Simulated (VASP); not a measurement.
# Ge in VASP: further runs, part 2 of 2

VASP 6.6.1. Earlier steps stand in the parts before.

## Step 3: Single point, PBE (atoms moved at random)

INCAR

```
SYSTEM = Ge
PREC     = Accurate       ! precision mode
ENCUT    = 520            ! plane-wave cutoff, eV
EDIFF    = 1E-6           ! SCF threshold, eV
ISMEAR   = -1             ! smearing method
SIGMA    = 0.02           ! smearing width, eV
LREAL    = .False.        ! projectors in reciprocal space
LASPH    = .True.         ! aspherical terms in the spheres
NELM     = 100            ! most SCF steps
ALGO     = Normal         ! electronic algorithm
ISIF     = 2              ! what is computed and relaxed
LWAVE    = .False.        ! write WAVECAR
LCHARG   = .False.        ! write CHGCAR
GGA      = PE             ! functional
NBANDS   = 21             ! bands
```

KPOINTS

```
Automatic mesh
0
Gamma
  5 5 5
  0 0 0
```

POSCAR

```
Ge
1.0
    0.0000000000      2.8289100000      2.8289100000
    2.8289100000      0.0000000000      2.8289100000
    2.8289100000      2.8289100000      0.0000000000
Ge
2
Direct
    0.7479900000      0.7695300000      0.7320730000
    0.4973340000      0.5141810000      0.5015840000
```

Potentials or basis: VASP PAW PBE potentials, release 64 (Ge_d).

On the command line:

```sh
> cat potpaw_PBE.64/Ge_d/POTCAR > POTCAR
> mpirun -np 1 vasp_std > vasp.out
```

OUTCAR:

```text
SYSTEM = Ge
   PREC = Accurate
   ENCUT = 520
   EDIFF = 1E-6
   ISMEAR = -1
   LREAL = .False.
   LASPH = .True.
   NELM = 100
   ISIF = 2
   GGA = PE

 ion  position               nearest neighbor table
   1  0.748  0.770  0.732-   2 2.41   2 2.43   2 2.45   2 2.51
   2  0.497  0.514  0.502-   1 2.41   1 2.43   1 2.45   1 2.51

  LATTYP: Found a face centered cubic cell.
 ALAT       =     5.6578200000

  Lattice vectors:

 A1 = (   0.0000000000,   2.8289100000,   2.8289100000)
 A2 = (   2.8289100000,   0.0000000000,   2.8289100000)
 A3 = (   2.8289100000,   2.8289100000,   0.0000000000)

Analysis of symmetry for initial positions (statically):
=====================================================================
 Subroutine PRICEL returns:
 Original cell was already a primitive cell.

 Routine SETGRP: Setting up the symmetry group for a
 face centered cubic supercell.

 Subroutine GETGRP returns: Found  2 space group operations
 (whereof  1 operations were pure point group operations)
 out of a pool of 48 trial point group operations.

The static configuration has the point symmetry C_1 .
 The point group associated with its full space group is S_2 .

Analysis of symmetry for dynamics (positions and initial velocities):
=====================================================================
 Subroutine PRICEL returns:
 Original cell was already a primitive cell.

 Routine SETGRP: Setting up the symmetry group for a
 face centered cubic supercell.

 Subroutine GETGRP returns: Found  2 space group operations
 (whereof  1 operations were pure point group operations)
 out of a pool of 48 trial point group operations.

The dynamic configuration has the point symmetry C_1 .
 The point group associated with its full space group is S_2 .

 Subroutine INISYM returns: Found  2 space group operations
[... 110 lines left out ...]
   EMIN   =  10.00;   EMAX   =-10.00  energy-range for DOS
   EFERMI =   0.00;   METHOD = LEGACY
   ISMEAR =    -1;   SIGMA  =   0.02  broadening in eV -4-tet -1-fermi 0-gaus
   EFERMI_NEDOS =   21; number of points for ismear=-14 and -15
   IALGO  =     38    algorithm
   IMIX   =      4    mixing-type and parameters
     AMIX     =   0.40;   BMIX     =  1.00
     AMIX_MAG =   1.60;   BMIX_MAG =  1.00
  volume/ion in A,a.u.               =      22.64       152.78
  Fermi-wavevector in a.u.,A,eV,Ry     =   1.394756  2.635708 26.468033  1.945346
  Thomas-Fermi vector in A             =   2.518275
   LORBIT       =      0    0 simple, 1 ext, 2 COOP (PROOUT), +10 PAW based schemes
   GGA     = PE    functional components
   LHFCALC =     F    Hartree Fock is set to
   AEXX    =    0.0000 exact exchange contribution
   IVDW    =     0    specifies the selected vdW correction
   LEPSILON=     F    determine dielectric tensor
   LRPA    =     F    only Hartree local field effects (RPA)
 non-spin polarized calculation
  energy-cutoff  :      520.00
  volume of cell :       45.28
 maximum number of plane-waves:      1243
 NGX is ok and might be reduce to    30

 number of electron      28.0000018 magnetization

 Free energy of the ion-electron system (eV)
  ---------------------------------------------------
  ext. energy  EPLUGINS =         0.00000000
  ---------------------------------------------------
  free energy    TOTEN  =        -8.88481186 eV

  energy without entropy =       -8.88440101  energy(sigma->0) =       -8.88460644

 E-fermi :   5.0724     XC(G=0):  -9.9100

 val. band max:        5.0486791860   @ k =   0.0000   0.0000   0.0000
 cond. band min:       5.1126158444   @ k =   0.0000   0.0000   0.4000
 fundamental gap:      0.0639366584
 Fermi energy:         5.0723756711

 k-point     1 :       0.0000    0.0000    0.0000
  band No.  band energies     occupation
      1     -19.8113      2.00000
      2     -19.8007      2.00000
      3     -19.7873      2.00000
      4     -19.7644      2.00000
      5     -19.7631      2.00000
      6     -19.5615      2.00000
[... 565 lines left out ...]
     20      15.0671      0.00000
     21      16.0704      0.00000

 [... further k-points ...]

------------------------ aborting loop because EDIFF is reached ----------------------------------------

  FORCE on cell =-STRESS in cart. coord.  units (eV):
  Direction    XX          YY          ZZ          XY          YZ          ZX
  --------------------------------------------------------------------------------------
  -------------------------------------------------------------------------------------
  Total        1.1172600      1.1143518      1.1213746     -0.1249041      0.3577624      0.4822755
  in kB       39.5346104     39.4317015     39.6802038     -4.4197713     12.6595403     17.0654750
  external PRESSURE =      39.5488386 kB  Pullay stress =       0.0000000 kB

 VOLUME and BASIS-vectors are now :
 -----------------------------------------------------------------------------
  energy-cutoff  :      520.00
  volume of cell :       45.28
      direct lattice vectors                 reciprocal lattice vectors
     0.000000000  2.828910000  2.828910000    -0.176746521  0.176746521  0.176746521
     2.828910000  0.000000000  2.828910000     0.176746521 -0.176746521  0.176746521
     2.828910000  2.828910000  0.000000000     0.176746521  0.176746521 -0.176746521

 POSITION                                       TOTAL-FORCE (eV/Angst)
 -----------------------------------------------------------------------------------
      4.24790      4.18697      4.29293         0.403519      0.560204     -0.096625
      2.87351      2.82585      2.86148        -0.403519     -0.560204      0.096625
 -----------------------------------------------------------------------------------
    total drift:                                0.000036     -0.000136     -0.000091

  FREE ENERGIE OF THE ION-ELECTRON SYSTEM (eV)
  ---------------------------------------------------
  free  energy   TOTEN  =        -8.8848118600 eV

  energy  without entropy=       -8.8844010113  energy(sigma->0) =       -8.88460644
```

OSZICAR:

```text
N       E                     dE             d eps       ncg     rms          rms(c)
DAV:   1     0.193220591247E+03    0.19322E+03   -0.14602E+04  2982   0.364E+03
DAV:   2     0.188887561073E+02   -0.17433E+03   -0.16921E+03  2656   0.619E+02
DAV:   3    -0.805218995923E+01   -0.26941E+02   -0.26766E+02  3001   0.143E+02
DAV:   4    -0.896392887540E+01   -0.91174E+00   -0.91127E+00  2951   0.312E+01
DAV:   5    -0.897857130227E+01   -0.14642E-01   -0.14642E-01  3021   0.434E+00    0.326E+00
DAV:   6    -0.891495899994E+01    0.63612E-01   -0.23121E-02  2981   0.147E+00    0.193E+00
DAV:   7    -0.888260473787E+01    0.32354E-01   -0.53286E-02  2937   0.207E+00    0.156E-01
DAV:   8    -0.888458532643E+01   -0.19806E-02   -0.64047E-03  2871   0.959E-01    0.452E-02
DAV:   9    -0.888479326623E+01   -0.20794E-03   -0.24865E-04  2946   0.169E-01    0.165E-02
DAV:  10    -0.888480954848E+01   -0.16282E-04   -0.34680E-05  2969   0.736E-02    0.658E-03
DAV:  11    -0.888481164527E+01   -0.20968E-05   -0.64379E-06  2724   0.333E-02    0.203E-03
DAV:  12    -0.888481186001E+01   -0.21473E-06   -0.32182E-07  2099   0.611E-03
   1 F= -.88848119E+01 E0= -.88846064E+01  d E =-.410849E-03
```

Run time: 21 s. Hardware: 1 thread of Intel Xeon 6975P-C (Granite Rapids), shared host; peak memory 0.19 GiB.

What came out:

```yaml
Free_energy: -8.8848 eV
Pressure: 4.0 GPa
Largest_force: 0.697 eV/Å
Band_gap_on_the_k_mesh: 0.06 eV, indirect (least direct gap 0.32 eV)
```

Forces in eV/Å, atoms in the order of the input:
```
Ge   0.404  0.560 -0.097
Ge  -0.404 -0.560  0.097
```

Stress tensor (GPa, compression positive):
```
 3.95 -0.44  1.71
-0.44  3.94  1.27
 1.71  1.27  3.97
```

Levels at points of the mesh, in eV from the valence-band top:
| k point | band 12 | band 13 | band 14 | band 15 | band 16 | band 17 |
| --- | --- | --- | --- | --- | --- | --- |
| (0.00, 0.00, 0.00) | -0.31 | -0.10 | 0.00 | 0.31 | 2.24 | 2.56 |

Caveat: the cell differs from its parent crystal (atoms moved at random).

## Step 4: Single point, PBE0

POSCAR

```
Ge
1.0
    0.0000000000      2.8289100000      2.8289100000
    2.8289100000      0.0000000000      2.8289100000
    2.8289100000      2.8289100000      0.0000000000
Ge
2
Direct
    0.7500000000      0.7500000000      0.7500000000
    0.5000000000      0.5000000000      0.5000000000
```

INCAR.step1

```
SYSTEM = Ge
  PREC = Accurate
  ENCUT = 520
  EDIFF = 1E-5
  ISMEAR = 0
  SIGMA = 0.05
  LREAL = .False.
  LASPH = .True.
  NELM = 60
  ALGO = Normal
  ISIF = 2
  LWAVE = .True.
  LCHARG = .False.
  NBANDS = 21
  GGA = PE
```

INCAR.step2

```
SYSTEM = Ge
  PREC = Accurate
  ENCUT = 520
  EDIFF = 1E-6
  ISMEAR = 0
  SIGMA = 0.05
  LREAL = .False.
  LASPH = .True.
  NELM = 60
  ALGO = Normal
  ISIF = 2
  LWAVE = .False.
  LCHARG = .False.
  GGA = PE
  LHFCALC = .True.
  AEXX = 0.25
  PRECFOCK = Normal
  NBANDS = 21
  ISTART = 1
```

KPOINTS

```
Automatic mesh
0
Gamma
  4 4 4
  0 0 0
```

On the command line:

```sh
> cat potpaw_PBE.64/Ge_d/POTCAR > POTCAR
> cp INCAR.step1 INCAR
> mpirun -np 1 vasp_std > vasp.out
> cp INCAR.step2 INCAR
> mpirun -np 1 vasp_std > vasp.out
```

Run time: 24 min. Hardware: 1 thread of Intel Xeon Platinum 8259CL at 2.50GHz (Skylake/Cascade Lake), shared host; peak memory 0.17 GiB.

It converged, with:

| Item | Value |
| --- | --- |
| Free energy | -11.4999 eV |
| Pressure | 0.9 GPa |
| Band gap on the k mesh | 1.59 eV, indirect (least direct gap 1.68 eV) |

Levels at points of the mesh, in eV from the valence-band top:
```
           k point  band 10  band 11  band 12  band 13  band 14  band 15  band 16  band 17  band 18  band 19
(0.00, 0.00, 0.00)   -27.69   -14.09     0.00     0.00     0.00     1.68     3.98     3.98     3.98     7.99
(0.50, 0.00, 0.00)   -27.66   -11.75    -8.33    -1.53    -1.53     1.59     5.23     5.23     8.68    12.37
(0.50, 0.50, 0.00)   -27.65    -9.74    -9.74    -3.37    -3.37     2.03     2.03    11.60    11.60    13.65
```

Caveat: the k points lie up to 0.48 Å⁻¹ apart; the PAW data sets were made with another functional, which shifts forces and pressure a little.

## Step 5: Single point, PBEsol

INCAR

```
PREC = Accurate ; ENCUT = 500
EDIFF = 1E-6 ; ISMEAR = -1
SIGMA = 0.03 ; LREAL = F
LASPH = T ; NELM = 120
ALGO = Normal ; ISIF = 2
LWAVE = F ; LCHARG = F
GGA = PS ; NBANDS = 21
GGA_COMPAT = F
```

KPOINTS

```
Automatic mesh
0
Gamma
  5 5 5
```

POSCAR is that of step 4.

Potentials or basis: VASP PAW PBE potentials, release 64 (Ge_d).

On the command line:

```sh
> cat potpaw_PBE.64/Ge_d/POTCAR > POTCAR
> mpirun -np 1 vasp_std > vasp.out
```

OUTCAR:

```text
PREC = Accurate
   ENCUT = 500
   EDIFF = 1E-6
   ISMEAR = -1
   LREAL = F
   LASPH = T
   NELM = 120
   ISIF = 2
   GGA = PS

 ion  position               nearest neighbor table
   1  0.750  0.750  0.750-   2 2.45   2 2.45   2 2.45   2 2.45
   2  0.500  0.500  0.500-   1 2.45   1 2.45   1 2.45   1 2.45

  LATTYP: Found a face centered cubic cell.
 ALAT       =     5.6578200000

  Lattice vectors:

 A1 = (   0.0000000000,   2.8289100000,   2.8289100000)
 A2 = (   2.8289100000,   0.0000000000,   2.8289100000)
 A3 = (   2.8289100000,   2.8289100000,   0.0000000000)

Analysis of symmetry for initial positions (statically):
=====================================================================
 Subroutine PRICEL returns:
 Original cell was already a primitive cell.

 Routine SETGRP: Setting up the symmetry group for a
 face centered cubic supercell.

 Subroutine GETGRP returns: Found 48 space group operations
 (whereof 24 operations were pure point group operations)
[... 145 lines left out ...]
  ext. energy  EPLUGINS =         0.00000000
  ---------------------------------------------------
  free energy    TOTEN  =        -9.76756151 eV

  energy without entropy =       -9.76638427  energy(sigma->0) =       -9.76697289

 E-fermi :   4.9140     XC(G=0): -10.1152

 val. band max:        4.8833754775   @ k =   0.0000   0.0000   0.0000
 cond. band min:       5.0854492662   @ k =   0.4000   0.0000   0.0000
 fundamental gap:      0.2020737887
 Fermi energy:         4.9140489239

 k-point     1 :       0.0000    0.0000    0.0000
  band No.  band energies     occupation
      1     -19.8725      2.00000
      2     -19.8725      2.00000
      3     -19.8725      2.00000
      4     -19.8362      2.00000
      5     -19.8362      2.00000
      6     -19.6239      2.00000
[... 229 lines left out ...]
     20      15.3028      0.00000
     21      18.0078      0.00000

------------------------ aborting loop because EDIFF is reached ----------------------------------------

  FORCE on cell =-STRESS in cart. coord.  units (eV):
  Direction    XX          YY          ZZ          XY          YZ          ZX
  --------------------------------------------------------------------------------------
  -------------------------------------------------------------------------------------
  Total        0.2023090      0.2023090      0.2023090      0.0000000     -0.0000000      0.0000000
  in kB        7.1587696      7.1587696      7.1587696      0.0000000     -0.0000000      0.0000000
  external PRESSURE =       7.1587696 kB  Pullay stress =       0.0000000 kB

 VOLUME and BASIS-vectors are now :
 -----------------------------------------------------------------------------
  energy-cutoff  :      500.00
  volume of cell :       45.28
      direct lattice vectors                 reciprocal lattice vectors
     0.000000000  2.828910000  2.828910000    -0.176746521  0.176746521  0.176746521
     2.828910000  0.000000000  2.828910000     0.176746521 -0.176746521  0.176746521
     2.828910000  2.828910000  0.000000000     0.176746521  0.176746521 -0.176746521

 POSITION                                       TOTAL-FORCE (eV/Angst)
 -----------------------------------------------------------------------------------
      4.24336      4.24336      4.24336         0.000000      0.000000      0.000000
      2.82891      2.82891      2.82891        -0.000000     -0.000000     -0.000000
 -----------------------------------------------------------------------------------
    total drift:                                0.000000     -0.000000     -0.000000

  FREE ENERGIE OF THE ION-ELECTRON SYSTEM (eV)
  ---------------------------------------------------
  free  energy   TOTEN  =        -9.7675615149 eV

  energy  without entropy=       -9.7663842659  energy(sigma->0) =       -9.76697289
```

OSZICAR:

```text
N       E                     dE             d eps       ncg     rms          rms(c)
DAV:   1     0.184322752500E+03    0.18432E+03   -0.14573E+04   493   0.356E+03
DAV:   2     0.158562055070E+02   -0.16847E+03   -0.16322E+03   420   0.581E+02
DAV:   3    -0.918718036016E+01   -0.25043E+02   -0.24830E+02   490   0.139E+02
DAV:   4    -0.991764368005E+01   -0.73046E+00   -0.72975E+00   475   0.282E+01
DAV:   5    -0.992931329228E+01   -0.11670E-01   -0.11669E-01   495   0.383E+00    0.332E+00
DAV:   6    -0.981876201311E+01    0.11055E+00   -0.36413E-02   570   0.226E+00    0.189E+00
DAV:   7    -0.976614126399E+01    0.52621E-01   -0.62239E-02   458   0.244E+00    0.160E-01
DAV:   8    -0.976741648130E+01   -0.12752E-02   -0.78220E-03   443   0.120E+00    0.537E-02
DAV:   9    -0.976754256499E+01   -0.12608E-03   -0.25360E-04   490   0.223E-01    0.125E-02
DAV:  10    -0.976756081869E+01   -0.18254E-04   -0.23790E-05   535   0.393E-02    0.603E-03
DAV:  11    -0.976756195577E+01   -0.11371E-05   -0.55122E-06   575   0.377E-02    0.147E-03
DAV:  12    -0.976756151492E+01    0.44085E-06   -0.85104E-07   255   0.188E-02
   1 F= -.97675615E+01 E0= -.97669729E+01  d E =-.117725E-02
```

It took 15 s on 1 thread of Intel Xeon Platinum 8375C at 2.90GHz (Ice Lake), shared host; peak memory 0.15 GiB.

Results:

| Quantity | Value |
| --- | --- |
| Free energy | -9.7676 eV |
| Pressure | 0.7 GPa |
| Band gap on the k mesh | zero (filled and empty bands touch) |

Caveat: the k points lie up to 0.38 Å⁻¹ apart; the PAW data sets were made with another functional, which shifts forces and pressure a little.

## Step 6: Single point, PBE

INCAR

```
PREC = Accurate
ENCUT = 520
EDIFF = 1E-6
ISMEAR = -1
SIGMA = 0.05
LREAL = F
LASPH = T
NELM = 100
ALGO = Normal
ISIF = 2
LWAVE = F
LCHARG = T
GGA = PE
LELF = T
LVHAR = T
NBANDS = 21
```

KPOINTS

```
Automatic mesh
0
Gamma
  3 3 3
```

POSCAR is that of step 5.

Potentials or basis: VASP PAW PBE potentials, release 64 (Ge_d).

On the command line:

```sh
> cat potpaw_PBE.64/Ge_d/POTCAR > POTCAR
> mpirun -np 1 vasp_std > vasp.out
```

Run time: 4.1 s. Hardware: 1 thread of Intel Xeon 6975P-C (Granite Rapids), shared host; peak memory 0.15 GiB.

Results (log left out):

```
Free energy : -8.2433 eV
Pressure    : 5.8 GPa
```

Levels at points of the mesh, in eV from the Fermi level:
| k point | band 11 | band 12 | band 13 | band 14 | band 15 | band 16 | band 17 | band 18 |
| --- | --- | --- | --- | --- | --- | --- | --- | --- |
| (0.00, 0.00, 0.00) | -12.85 | -0.07 | -0.07 | -0.07 | -0.02 | 2.44 | 2.44 | 2.44 |

Caveat: the k points lie up to 0.64 Å⁻¹ apart.

## Step 7: The runs side by side

```tsv
level	k mesh	cutoff (eV)	smearing	grid for exact exchange (PRECFOCK)	gap on the mesh (eV)	pressure (GPa)
PBE	5 × 5 × 5	520	fermi-dirac 0.03 eV	-	-	3.7
PBE	5 × 5 × 5	520	fermi-dirac 0.02 eV	-	0.06	4.0
PBE0	4 × 4 × 4	520	gaussian 0.05 eV	Normal	1.59	0.9
PBEsol	5 × 5 × 5	500	fermi-dirac 0.03 eV	-	none	0.7
PBE	3 × 3 × 3	520	fermi-dirac 0.05 eV	-	-	5.8
```

Some of these runs hold the atoms at other places in the same cell, which the table doesn't show; runs alike in all that it shows share one row.

Alike in all rows: task single point; potentials or basis VASP PAW PBE potentials, release 64 (Ge_d); no spin polarisation; cell as given.

Caveats: some runs use coarse meshes; the PAW data sets were made with another functional, which shifts forces and pressure a little (some runs).

Total energies depend on the potentials used, so only differences within one code and one set of settings carry meaning.
